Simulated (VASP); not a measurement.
# GaC3 (Pm-3m) in VASP: single point with PBE

Aim: the single point of GaC3 with PBE.

All numbers are computed with VASP 6.6.1; they aren't measurements. Logs are shortened: lines on timing, memory, paths and dates and some standing lists are left out, and cuts for length are marked.

**1. The cell of the first run**

It takes space group Pm-3m (No. 221, cubic). The conventional cell has a = 3.319 Å, b = 3.319 Å, c = 3.319 Å, α = 90.00°, β = 90.00°, γ = 90.00°. Within 3.1 Å of Ga (site symmetry m-3m) lie 12 C at 2.35 Å. Within 3.1 Å of C (site symmetry 4/mmm) lie 4 Ga at 2.35 Å and 8 C at 2.35 Å.

**2. Single point, PBE**

INCAR reads:

```
ALGO = Normal ; EDIFF = 1E-6
ENCUT = 600 ; GGA = PE
GGA_COMPAT = F ; ISIF = 2
ISMEAR = -1 ; LASPH = T
LCHARG = F ; LREAL = F
LWAVE = F ; NBANDS = 20
NELM = 120 ; PREC = Accurate
SIGMA = 0.1
```

KPOINTS reads:

```
k-points
0
Gamma
  5 5 5
```

POSCAR reads:

```
GaC3
1.0
    3.3189480000      0.0000000000      0.0000000000
    0.0000000000      3.3189480000      0.0000000000
    0.0000000000      0.0000000000      3.3189480000
Ga C
1 3
Direct
    0.0000000000      0.0000000000      0.0000000000
    0.0000000000      0.5000000000      0.5000000000
    0.5000000000      0.0000000000      0.5000000000
    0.5000000000      0.5000000000      0.0000000000
```

Potentials or basis: VASP PAW PBE potentials, release 64 (Ga_d, C).

Started as:

```
> cat potpaw_PBE.64/Ga_d/POTCAR potpaw_PBE.64/C/POTCAR > POTCAR
> mpirun -np 1 vasp_std > vasp.out
```

OUTCAR:

```text
EDIFF = 1E-6
   ENCUT = 600
   GGA = PE
   ISIF = 2
   ISMEAR = -1
   LASPH = T
   LREAL = F
   NELM = 120
   PREC = Accurate

 ion  position               nearest neighbor table
   1  0.000  0.000  0.000-   2 2.35   3 2.35   4 2.35   2 2.35   3 2.35   2 2.35   4 2.35   2 2.35
                             3 2.35   4 2.35   3 2.35   4 2.35
   2  0.000  0.500  0.500-   1 2.35   1 2.35   1 2.35   1 2.35
   3  0.500  0.000  0.500-   1 2.35   1 2.35   1 2.35   1 2.35
   4  0.500  0.500  0.000-   1 2.35   1 2.35   1 2.35   1 2.35

  LATTYP: Found a simple cubic cell.
 ALAT       =     3.3189480000

  Lattice vectors:

 A1 = (   3.3189480000,   0.0000000000,   0.0000000000)
 A2 = (   0.0000000000,   3.3189480000,   0.0000000000)
 A3 = (   0.0000000000,   0.0000000000,   3.3189480000)

Analysis of symmetry for initial positions (statically):
=====================================================================
 Subroutine PRICEL returns:
 Original cell was already a primitive cell.

 Routine SETGRP: Setting up the symmetry group for a
 simple cubic supercell.

 Subroutine GETGRP returns: Found 48 space group operations
 (whereof 48 operations were pure point group operations)
 out of a pool of 48 trial point group operations.

The static configuration has the point symmetry O_h .

Analysis of symmetry for dynamics (positions and initial velocities):
=====================================================================
 Subroutine PRICEL returns:
 Original cell was already a primitive cell.

 Routine SETGRP: Setting up the symmetry group for a
 simple cubic supercell.

 Subroutine GETGRP returns: Found 48 space group operations
 (whereof 48 operations were pure point group operations)
 out of a pool of 48 trial point group operations.

The dynamic configuration has the point symmetry O_h .

 Subroutine INISYM returns: Found 48 space group operations
 (whereof 48 operations are pure point group operations),
 and found     1 'primitive' translations

[... 73 lines left out ...]
 SYSTEM =  unknown system
   PREC   = accura    normal or accurate (medium, high low for compatibility)
   ISTART =      0    job   : 0-new  1-cont  2-samecut
   ICHARG =      2    charge: 1-file 2-atom 10-const
   ISPIN  =      1    spin polarized calculation?
   LNONCOLLINEAR =      F non collinear calculations
   LSORBIT =      F    spin-orbit coupling
   LASPH  =      T    aspherical Exc in radial PAW
   ENCUT  =  600.0 eV  44.10 Ry    6.64 a.u.   6.63  6.63  6.63*2*pi/ulx,y,z
   NELM   =    120;   NELMIN=  2; NELMDL= -5     # of ELM steps
   EDIFF  = 0.1E-05   stopping-criterion for ELM
   LREAL  =      F    real-space projection
   EDIFFG = 0.1E-04   stopping-criterion for IOM
   NSW    =      0    number of steps for IOM
   IBRION =     -1    ionic relax: 0-MD 1-quasi-New 2-CG
   NFREE  =      0    steps in history (QN), initial steepest desc. (CG)
   ISIF   =      2    stress and relaxation
   ISYM   =      2    0-nonsym 1-usesym 2-fastsym
   POTIM  = 0.5000    time-step for ionic-motion
   TEBEG  =    0.0;   TEEND  =   0.0 temperature during run
   PSTRESS=    0.0 pullay stress
   NELECT =      25.0000    total number of electrons
   NUPDOWN=      -1.0000    fix difference up-down
   EMIN   =  10.00;   EMAX   =-10.00  energy-range for DOS
   EFERMI =   0.00;   METHOD = LEGACY
   ISMEAR =    -1;   SIGMA  =   0.10  broadening in eV -4-tet -1-fermi 0-gaus
   EFERMI_NEDOS =   21; number of points for ismear=-14 and -15
   IALGO  =     38    algorithm
   IMIX   =      4    mixing-type and parameters
     AMIX     =   0.40;   BMIX     =  1.00
     AMIX_MAG =   1.60;   BMIX_MAG =  1.00
  volume/ion in A,a.u.               =       9.14        61.68
  Fermi-wavevector in a.u.,A,eV,Ry     =   1.442296  2.725544 28.303079  2.080218
  Thomas-Fermi vector in A             =   2.560832
   LORBIT       =      0    0 simple, 1 ext, 2 COOP (PROOUT), +10 PAW based schemes
   GGA     = PE    functional components
   LHFCALC =     F    Hartree Fock is set to
   AEXX    =    0.0000 exact exchange contribution
   IVDW    =     0    specifies the selected vdW correction
   LEPSILON=     F    determine dielectric tensor
   LRPA    =     F    only Hartree local field effects (RPA)
 non-spin polarized calculation
  energy-cutoff  :      600.00
  volume of cell :       36.56
 maximum number of plane-waves:      1237
 NGX is ok and might be reduce to    28
   NGX = 13   NGY = 13   NGZ = 13

 number of electron      25.0000005 magnetization

 Free energy of the ion-electron system (eV)
  ---------------------------------------------------
  ext. energy  EPLUGINS =         0.00000000
  ---------------------------------------------------
  free energy    TOTEN  =       -17.69724797 eV

  energy without entropy =      -17.64181026  energy(sigma->0) =      -17.66952911

 E-fermi :   7.3276     XC(G=0): -12.5326

 val. band max:        7.2060906872   @ k =   0.2000   0.2000   0.2000
 cond. band min:       7.4433914516   @ k =   0.0000   0.0000   0.0000
 fundamental gap:      0.2373007644
 Fermi energy:         7.3275879789

 k-point     1 :       0.0000    0.0000    0.0000
  band No.  band energies     occupation
      1      -9.1599      2.00000
      2      -7.6733      2.00000
      3      -7.6733      2.00000
      4      -7.4699      2.00000
      5      -7.4699      2.00000
      6      -7.4699      2.00000
[... 219 lines left out ...]
     19      19.4272      0.00000
     20      20.5589      0.00000

------------------------ aborting loop because EDIFF is reached ----------------------------------------

  FORCE on cell =-STRESS in cart. coord.  units (eV):
  Direction    XX          YY          ZZ          XY          YZ          ZX
  --------------------------------------------------------------------------------------
  -------------------------------------------------------------------------------------
  Total        0.5615342      0.5615342      0.5615342      0.0000000     -0.0000000     -0.0000000
  in kB       24.6085188     24.6085188     24.6085188      0.0000000     -0.0000000     -0.0000000
  external PRESSURE =      24.6085188 kB  Pullay stress =       0.0000000 kB

 VOLUME and BASIS-vectors are now :
 -----------------------------------------------------------------------------
  energy-cutoff  :      600.00
  volume of cell :       36.56
      direct lattice vectors                 reciprocal lattice vectors
     3.318948000  0.000000000  0.000000000     0.301300292  0.000000000  0.000000000
     0.000000000  3.318948000  0.000000000     0.000000000  0.301300292  0.000000000
     0.000000000  0.000000000  3.318948000     0.000000000  0.000000000  0.301300292

 POSITION                                       TOTAL-FORCE (eV/Angst)
 -----------------------------------------------------------------------------------
      0.00000      0.00000      0.00000         0.000000      0.000000      0.000000
      0.00000      1.65947      1.65947         0.000000      0.000000      0.000000
      1.65947      0.00000      1.65947         0.000000      0.000000      0.000000
      1.65947      1.65947      0.00000         0.000000      0.000000      0.000000
 -----------------------------------------------------------------------------------
    total drift:                               -0.000000      0.000000     -0.000000

  FREE ENERGIE OF THE ION-ELECTRON SYSTEM (eV)
  ---------------------------------------------------
  free  energy   TOTEN  =       -17.6972479665 eV

  energy  without entropy=      -17.6418102622  energy(sigma->0) =      -17.66952911
```

OSZICAR:

```text
N       E                     dE             d eps       ncg     rms          rms(c)
DAV:   1     0.150109896856E+03    0.15011E+03   -0.12708E+04   456   0.208E+03
DAV:   2    -0.199454403466E+01   -0.15210E+03   -0.14513E+03   440   0.443E+02
DAV:   3    -0.175482282989E+02   -0.15554E+02   -0.15079E+02   472   0.968E+01
DAV:   4    -0.180570941345E+02   -0.50887E+00   -0.50353E+00   456   0.166E+01
DAV:   5    -0.180667496053E+02   -0.96555E-02   -0.96447E-02   480   0.222E+00    0.301E+00
DAV:   6    -0.177552799420E+02    0.31147E+00   -0.42669E-01   568   0.206E+01    0.155E+00
DAV:   7    -0.177023516231E+02    0.52928E-01   -0.12192E-01   592   0.486E+00    0.556E-01
DAV:   8    -0.176974244575E+02    0.49272E-02   -0.18810E-02   508   0.208E+00    0.127E-01
DAV:   9    -0.176972436499E+02    0.18081E-03   -0.18548E-03   540   0.102E+00    0.337E-02
DAV:  10    -0.176972439304E+02   -0.28054E-06   -0.23591E-04   580   0.211E-01    0.102E-02
DAV:  11    -0.176972484713E+02   -0.45408E-05   -0.21901E-05   476   0.489E-02    0.464E-03
DAV:  12    -0.176972479665E+02    0.50472E-06   -0.87519E-07   292   0.176E-02
   1 F= -.17697248E+02 E0= -.17669529E+02  d E =-.554377E-01
```

Wall time 6 s (1 thread of Intel Xeon Platinum 8488C (Sapphire Rapids), shared host); peak memory 0.15 GiB.

What came out:

```yaml
Free_energy: -17.6972 eV
Pressure: 2.5 GPa
Band_gap_on_the_k_mesh: zero (an odd number of electrons rules out a gap without spin polarisation)
```

Caveat: the k points lie up to 0.38 Å⁻¹ apart, too coarse for converged energies and pressures of a metal.
